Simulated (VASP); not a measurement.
# TaN in VASP: further runs, part 2 of 2

VASP 6.6.1. Earlier steps stand in the parts before.

## Step 5: Single point, r2SCAN

This run uses another cell than the first one, of 10.78 Å³/atom.

Contents of POSCAR:

```
TaN
1.0
    2.9380000000      0.0000000000      0.0000000000
   -1.4690000000      2.5443826363      0.0000000000
    0.0000000000      0.0000000000      2.8830000000
Ta N
1 1
Direct
    0.0114440000      0.0083290000      0.4832640000
    0.6525550000      0.3388060000      0.0058730000
```

Contents of INCAR.step1:

```
SYSTEM = TaN
  PREC = Accurate
  ENCUT = 520
  ISMEAR = 0
  SIGMA = 0.05
  LREAL = .False.
  LASPH = .True.
  NELM = 60
  NBANDS = 15
  GGA = PE
  ALGO = Normal
  EDIFF = 1E-4
  LWAVE = .True.
  LCHARG = .False.
```

Contents of INCAR.step2:

```
SYSTEM = TaN
  PREC = Accurate
  ENCUT = 520
  EDIFF = 1E-6
  ISMEAR = 0
  SIGMA = 0.05
  LREAL = .False.
  LASPH = .True.
  NELM = 60
  ALGO = Normal
  ISIF = 2
  LWAVE = .False.
  LCHARG = .True.
  METAGGA = R2SCAN
  LMIXTAU = .True.
  LELF = .True.
  LVHAR = .True.
  NBANDS = 15
  ISTART = 1
```

Contents of KPOINTS:

```
regular mesh
0
Gamma
  17 17 15
  0 0 0
```

Potentials or basis: VASP PAW PBE potentials, release 64 (Ta_pv, N).

Started as:

```console
> cat potpaw_PBE.64/Ta_pv/POTCAR potpaw_PBE.64/N/POTCAR > POTCAR
> cp INCAR.step1 INCAR
> mpirun -np 1 vasp_std > vasp.out
> cp INCAR.step2 INCAR
> mpirun -np 1 vasp_std > vasp.out
```

OUTCAR:

```text
SYSTEM = TaN
   PREC = Accurate
   ENCUT = 520
   EDIFF = 1E-6
   ISMEAR = 0
   LREAL = .False.
   LASPH = .True.
   NELM = 60
   ISIF = 2
   METAGGA = R2SCAN
   ISTART = 1

 ion  position               nearest neighbor table
   1  0.011  0.008  0.483-   2 2.13   2 2.19   2 2.22   2 2.23   2 2.28   2 2.31
   2  0.653  0.339  0.006-   1 2.13   1 2.19   1 2.22   1 2.23   1 2.28   1 2.31

  LATTYP: Found a hexagonal cell.
 ALAT       =     2.9380000000
 C/A-ratio  =     0.9812797822

  Lattice vectors:

 A1 = (   2.9380000000,   0.0000000000,   0.0000000000)
 A2 = (  -1.4690000000,   2.5443826363,   0.0000000000)
 A3 = (   0.0000000000,   0.0000000000,   2.8830000000)

Analysis of symmetry for initial positions (statically):
=====================================================================
 Subroutine PRICEL returns:
 Original cell was already a primitive cell.

 Routine SETGRP: Setting up the symmetry group for a
 hexagonal supercell.

 Subroutine GETGRP returns: Found  1 space group operations
 (whereof  1 operations were pure point group operations)
 out of a pool of 24 trial point group operations.

The static configuration has the point symmetry C_1 .

[... 169 lines left out ...]
  band No.  band energies     occupation
      1     -27.9158      2.00000
      2     -27.6575      2.00000
      3     -27.6532      2.00000
      4     -10.5909      2.00000
      5       3.2447      2.00000
      6       3.3655      2.00000
      7       3.7576      2.00000
      8       5.2767      2.00000
      9      10.5368      0.00000
     10      11.6684      0.00000
     11      12.2343      0.00000
     12      12.4927      0.00000
     13      12.6861      0.00000
     14      18.8526      0.00000
[... 401 lines left out ...]
      2     -27.8941      2.00000
      3     -27.7688      2.00000
      4      -8.3490      2.00000
      5      -0.3580      2.00000
      6       2.7739      2.00000
      7       4.1308      2.00000
      8       5.3186      2.00000
      9      11.4367      0.00000
     10      12.2759      0.00000
     11      13.6194      0.00000
     12      13.6911      0.00000
     13      16.2044      0.00000
     14      18.8411      0.00000
     15      20.4115      0.00000

 [... further k-points ...]
[... 5 lines left out ...]
  --------------------------------------------------------------------------------------
  -------------------------------------------------------------------------------------
  Total        0.3721121      0.2595326      0.5819813      0.1367194     -0.0416304     -0.2315219
  in kB       27.6633959     19.2940587     43.2654032     10.1639350     -3.0948709    -17.2116988
  external PRESSURE =      30.0742860 kB  Pullay stress =       0.0000000 kB

 VOLUME and BASIS-vectors are now :
 -----------------------------------------------------------------------------
  energy-cutoff  :      520.00
  volume of cell :       21.55
      direct lattice vectors                 reciprocal lattice vectors
     2.938000000  0.000000000  0.000000000     0.340367597  0.196511324  0.000000000
    -1.469000000  2.544382636  0.000000000     0.000000000  0.393022648  0.000000000
     0.000000000  0.000000000  2.883000000     0.000000000  0.000000000  0.346860909

 POSITION                                       TOTAL-FORCE (eV/Angst)
 -----------------------------------------------------------------------------------
      0.02139      0.02119      1.39325        -0.972189     -0.130371      0.958147
      1.41950      0.86205      0.01693         0.972189      0.130371     -0.958147
 -----------------------------------------------------------------------------------
    total drift:                                0.000137     -0.000421     -0.000006

  FREE ENERGIE OF THE ION-ELECTRON SYSTEM (eV)
  ---------------------------------------------------
  free  energy   TOTEN  =       -60.3301038655 eV

  energy  without entropy=      -60.3300700202  energy(sigma->0) =      -60.33008694
```

OSZICAR.step1:

```text
N       E                     dE             d eps       ncg     rms          rms(c)
DAV:   1     0.955610046245E+02    0.95561E+02   -0.88861E+03 65135   0.112E+03
DAV:   2    -0.218474649082E+02   -0.11741E+03   -0.11108E+03 78620   0.307E+02
DAV:   3    -0.249156267411E+02   -0.30682E+01   -0.30565E+01 74042   0.481E+01
DAV:   4    -0.249283008591E+02   -0.12674E-01   -0.12671E-01 85095   0.338E+00
DAV:   5    -0.249283746060E+02   -0.73747E-04   -0.73744E-04 74749   0.242E-01    0.237E+01
DAV:   6    -0.224581380647E+02    0.24702E+01   -0.40743E+00 85643   0.238E+01    0.997E+00
DAV:   7    -0.224033293929E+02    0.54809E-01   -0.59894E-01 72075   0.621E+00    0.702E+00
DAV:   8    -0.223837896438E+02    0.19540E-01   -0.15511E-01 81847   0.337E+00    0.167E+00
DAV:   9    -0.223752740300E+02    0.85156E-02   -0.17102E-02 71998   0.110E+00    0.185E-01
DAV:  10    -0.223753429863E+02   -0.68956E-04   -0.12148E-03 79726   0.389E-01    0.975E-02
DAV:  11    -0.223752747916E+02    0.68195E-04   -0.79361E-05 42602   0.982E-02
   1 F= -.22375275E+02 E0= -.22375255E+02  d E =-.402592E-04
```

Run time: 28 min. Hardware: 1 thread of Oxide Virtual Turin-like, shared host; peak memory 0.73 GiB.

Results:

```
Free energy            : -60.3301 eV
Pressure               : 3.0 GPa
Largest force          : 1.371 eV/Å
Band gap on the k mesh : zero (bands 8 and 9 overlap by 0.15 eV)
```

Forces on the atoms (eV/Å):
```
Ta  -0.972 -0.130  0.958
N    0.972  0.130 -0.958
```

Levels at points of the mesh, in eV from the Fermi level:
| k point | band 4 | band 5 | band 6 | band 7 | band 8 | band 9 | band 10 | band 11 | band 12 | band 13 |
| --- | --- | --- | --- | --- | --- | --- | --- | --- | --- | --- |
| (0.00, 0.00, 0.00) | -18.81 | -4.97 | -4.85 | -4.46 | -2.94 | 2.32 | 3.45 | 4.02 | 4.27 | 4.47 |

Caveat: the cell stands under pressure; the PAW data sets were made with another functional, which shifts forces and pressure a little; spin-orbit coupling is left out, which moves the levels of the heavy elements.

## Step 6: Overview

| level | spin | cell | k mesh | smearing | grid for exact exchange (PRECFOCK) | share of exact exchange | screening parameter | gap on the mesh (eV) | pressure (GPa) |
| --- | --- | --- | --- | --- | --- | --- | --- | --- | --- |
| PBEsol | non-collinear, zero start, SOC | a = 3.014, b = 3.014, c = 2.958 Å, angles 90.0, 90.0, 120.0°, 2 atoms, atomic positions A | 12 × 12 × 11 | tetrahedron | - | - | - | - | -26.2 |
| HSE06 | off | a = 2.957, b = 2.957, c = 2.902 Å, angles 90.0, 90.0, 120.0°, 2 atoms, atomic positions A | 6 × 6 × 6 | fermi-dirac 0.05 eV | Normal | 0.25 | 0.2079 1/Å | none | -11.0 |
| HSE06 | off | a = 2.996, b = 2.996, c = 2.940 Å, angles 90.0, 90.0, 120.0°, 2 atoms, atomic positions A | 6 × 6 × 6 | fermi-dirac 0.05 eV | Normal | 0.25 | 0.2079 1/Å | none | -22.6 |
| r2SCAN | off | a = 2.938, b = 2.938, c = 2.883 Å, angles 90.0, 90.0, 120.0°, 2 atoms, atomic positions B | 17 × 17 × 15 | gaussian 0.05 eV | - | - | - | none | 3.0 |

Alike in all rows: task single point; potentials or basis VASP PAW PBE potentials, release 64 (Ta_pv, N); cutoff (eV) 520.

Caveats: some runs use coarse meshes; the PAW data sets were made with another functional, which shifts forces and pressure a little; spin-orbit coupling is left out, which moves the levels of the heavy elements (at least some runs); the cell stands under tension (at least some runs); the cell stands under pressure (at least some runs).

Absolute energies hang on the potentials; compare differences alone.
